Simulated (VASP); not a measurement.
# Ba (Cmmm) in VASP: further runs, part 2 of 2

VASP 6.6.1. The steps go on from the part before.

### Step 3. Single point, PBEsol (strain -0.040 along x and y, +0.000 along z)

INCAR

```
SYSTEM = Ba
ALGO = Normal
EDIFF = 1E-6
ENCUT = 500
GGA = PS
GGA_COMPAT = .FALSE.
ISIF = 2
ISMEAR = 0
LASPH = .TRUE.
LCHARG = .FALSE.
LREAL = .FALSE.
LWAVE = .FALSE.
NBANDS = 11
NELM = 120
PREC = Accurate
SIGMA = 0.15
```

KPOINTS

```
k-points
0
G
  14 14 8
  0 0 0
```

POSCAR

```
Ba
1.0
    1.8768000000     -3.5040000000      0.0000000000
    1.8768000000      3.5040000000      0.0000000000
    0.0000000000      0.0000000000      5.7000000000
Ba
1
Direct
    0.0000000000      0.0000000000      0.0000000000
```

Potentials or basis: VASP PAW PBE potentials, release 64 (Ba_sv).

On the command line:

```console
$ cat potpaw_PBE.64/Ba_sv/POTCAR > POTCAR
$ mpirun -np 1 vasp_std > vasp.out
```

OUTCAR:

```text
SYSTEM = Ba
   EDIFF = 1E-6
   ENCUT = 500
   GGA = PS
   ISIF = 2
   ISMEAR = 0
   LASPH = .TRUE.
   LREAL = .FALSE.
   NELM = 120
   PREC = Accurate

 ion  position               nearest neighbor table
   1  0.000  0.000  0.000-

  LATTYP: Found a base centered orthorhombic cell.
 ALAT       =     3.7536000000
 B/A-ratio  =     1.8670076726
 C/A-ratio  =     1.5185421995

  Lattice vectors:

 A1 = (   1.8768000000,  -3.5040000000,   0.0000000000)
 A2 = (   1.8768000000,   3.5040000000,   0.0000000000)
 A3 = (   0.0000000000,   0.0000000000,   5.7000000000)

Analysis of symmetry for initial positions (statically):
=====================================================================
 Subroutine PRICEL returns:
 Original cell was already a primitive cell.

 Routine SETGRP: Setting up the symmetry group for a
 base centered orthorhombic supercell.

 Subroutine GETGRP returns: Found  8 space group operations
 (whereof  8 operations were pure point group operations)
 out of a pool of  8 trial point group operations.

The static configuration has the point symmetry D_2h.

Analysis of symmetry for dynamics (positions and initial velocities):
=====================================================================
 Subroutine PRICEL returns:
 Original cell was already a primitive cell.

 Routine SETGRP: Setting up the symmetry group for a
 base centered orthorhombic supercell.

 Subroutine GETGRP returns: Found  8 space group operations
 (whereof  8 operations were pure point group operations)
 out of a pool of  8 trial point group operations.

The dynamic configuration has the point symmetry D_2h.

 Subroutine INISYM returns: Found  8 space group operations
 (whereof  8 operations are pure point group operations),
 and found     1 'primitive' translations

----------------------------------------------------------------------------------------

                                     Primitive cell

  volume of cell :      74.9699
[... 112 lines left out ...]
   GGA     = PS    functional components
   LHFCALC =     F    Hartree Fock is set to
   AEXX    =    0.0000 exact exchange contribution
   IVDW    =     0    specifies the selected vdW correction
   LEPSILON=     F    determine dielectric tensor
   LRPA    =     F    only Hartree local field effects (RPA)
 non-spin polarized calculation
 Gauss-broadening in eV      SIGMA  =   0.15
  energy-cutoff  :      500.00
  volume of cell :       74.97
 maximum number of plane-waves:      1922
 NGX is ok and might be reduce to    30
   NGX = 15   NGY = 15   NGZ = 21

 number of electron      10.0000000 magnetization

 Free energy of the ion-electron system (eV)
  ---------------------------------------------------
  ext. energy  EPLUGINS =         0.00000000
  ---------------------------------------------------
  free energy    TOTEN  =        -1.47959570 eV

  energy without entropy =       -1.44737443  energy(sigma->0) =       -1.46348507

 E-fermi :   0.8202     XC(G=0):  -6.7358

 val. band max:        0.8115205003   @ k =  -0.4286   0.1429   0.5000
 cond. band min:       0.8208201411   @ k =   0.2857   0.2143   0.5000
 fundamental gap:      0.0092996407
 Fermi energy:         0.8201991686

 k-point     1 :       0.0000    0.0000    0.0000
  band No.  band energies     occupation
      1     -28.1762      2.00000
      2     -13.4170      2.00000
      3     -12.7998      2.00000
      4     -12.6761      2.00000
      5      -1.5101      2.00000
      6       0.7048      1.72358
      7       2.3777      0.00000
      8       3.4684      0.00000
      9       4.0289      0.00000
     10       5.2582      0.00000
     11       5.6321      0.00000
[... 309 lines left out ...]
 k-point    24 :       0.2857    0.1429    0.0000
  band No.  band energies     occupation
      1     -28.0315      2.00000
      2     -13.8015      2.00000
      3     -13.2292      2.00000
      4     -13.0692      2.00000
      5       0.5321      1.99340
      6       1.4793      0.00000
      7       1.6053      0.00000
      8       2.7625      0.00000
      9       3.9695      0.00000
     10       5.4580      0.00000
     11       7.5206      0.00000

 [... further k-points ...]

------------------------ aborting loop because EDIFF is reached ----------------------------------------

  FORCE on cell =-STRESS in cart. coord.  units (eV):
  Direction    XX          YY          ZZ          XY          YZ          ZX
  --------------------------------------------------------------------------------------
  -------------------------------------------------------------------------------------
  Total        1.5324967      0.7120587     -1.2317762     -0.0000000      0.0000000      0.0000000
  in kB       32.7508955     15.2173634    -26.3242154     -0.0000000      0.0000000      0.0000000
  external PRESSURE =       7.2146812 kB  Pullay stress =       0.0000000 kB

 VOLUME and BASIS-vectors are now :
 -----------------------------------------------------------------------------
  energy-cutoff  :      500.00
  volume of cell :       74.97
      direct lattice vectors                 reciprocal lattice vectors
     1.876800000 -3.504000000  0.000000000     0.266410912 -0.142694064  0.000000000
     1.876800000  3.504000000  0.000000000     0.266410912  0.142694064  0.000000000
     0.000000000  0.000000000  5.700000000     0.000000000  0.000000000  0.175438596

 POSITION                                       TOTAL-FORCE (eV/Angst)
 -----------------------------------------------------------------------------------
      0.00000      0.00000      0.00000        -0.000000      0.000000      0.000000
 -----------------------------------------------------------------------------------
    total drift:                                0.000000      0.000000     -0.000000

  FREE ENERGIE OF THE ION-ELECTRON SYSTEM (eV)
  ---------------------------------------------------
  free  energy   TOTEN  =        -1.4795957006 eV

  energy  without entropy=       -1.4473744297  energy(sigma->0) =       -1.46348507
```

Wall time 2.8 min (1 thread of Intel Xeon 8259CL, shared host); peak memory 0.35 GiB.

What came out:

```yaml
Free_energy: -1.4796 eV
Pressure: 0.7 GPa
Band_gap_on_the_k_mesh: zero (bands 5 and 6 overlap by 1.39 eV)
```

Stress tensor (GPa, compression positive):
```
 3.28  0.00  0.00
 0.00  1.52  0.00
 0.00  0.00 -2.63
```

Levels at points of the mesh, in eV from the Fermi level:
| k point | band 2 | band 3 | band 4 | band 5 | band 6 | band 7 | band 8 | band 9 |
| --- | --- | --- | --- | --- | --- | --- | --- | --- |
| (0.00, 0.00, 0.00) | -14.24 | -13.62 | -13.50 | -2.33 | -0.12 | 1.56 | 2.65 | 3.21 |
| (0.50, 0.00, 0.00) | -14.77 | -14.03 | -13.88 | -0.87 | 0.48 | 1.63 | 2.13 | 3.52 |
| (0.50, 0.50, 0.00) | -14.64 | -14.08 | -13.69 | -0.79 | 0.47 | 1.30 | 1.75 | 4.08 |
| (0.00, 0.00, 0.50) | -14.26 | -13.62 | -13.50 | -1.75 | -0.12 | 1.58 | 2.06 | 2.67 |
| (0.50, 0.00, 0.50) | -14.77 | -14.04 | -13.88 | -0.75 | -0.23 | 3.19 | 3.23 | 3.48 |
| (0.50, 0.50, 0.50) | -14.64 | -14.10 | -13.69 | -0.67 | -0.31 | 2.88 | 3.12 | 3.22 |

Caveat: the cell differs from its parent crystal (strain -0.040 along x and y, +0.000 along z); the stress differs along the axes, from -3 to 3 GPa; the PAW data sets were made with another functional, which shifts forces and pressure a little; spin-orbit coupling is left out, which moves the levels of the heavy elements.
